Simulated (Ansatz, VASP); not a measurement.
# Li2Y2Sn: VASP beside Ansatz

```
Li Y Sn
1.0
     4.45530    0.00000    0.00000
    -2.22765    3.85841    0.00000
     0.00000    0.00000    9.08706
Li Y Sn
2 2 1
Direct
  0.33333 0.66667 0.00000
  0.66667 0.33333 0.00000
  0.00000 0.00000 0.31916
  0.00000 0.00000 0.68084
  0.00000 0.00000 0.00000
```

Alike in both runs: functional PBE; k mesh 5 × 5 × 2; occupations gaussian, width 0.2 eV; no spin polarisation.

Ansatz relaxed the structure, and its values are those at the end. VASP's run is a single point on that final structure, the one shown.

```csv
,VASP,Ansatz
version,VASP 6.6.1,Ansatz 0.2.0
potentials or method,"VASP PAW PBE potentials, release 64 (Li_sv, Y_sv, Sn_d), cutoff 520 eV","scalar-relativistic, plane waves, PAW"
valence electrons in the cell,42,42
```

```csv
,VASP,Ansatz,Ansatz less VASP
gap on the k mesh at the Fermi level (eV),none,none,-
rms of the force components (eV/Å),0.006,0.005,-0.0010
```

A gap of «none» marks a metal or a gap that the smearing closes. The functional is the same, so the differences come from potentials, cutoffs and numerics.

Noted on VASP's run: the cutoff is under 1.25 times that of the potentials, so the pressure is a little rough.
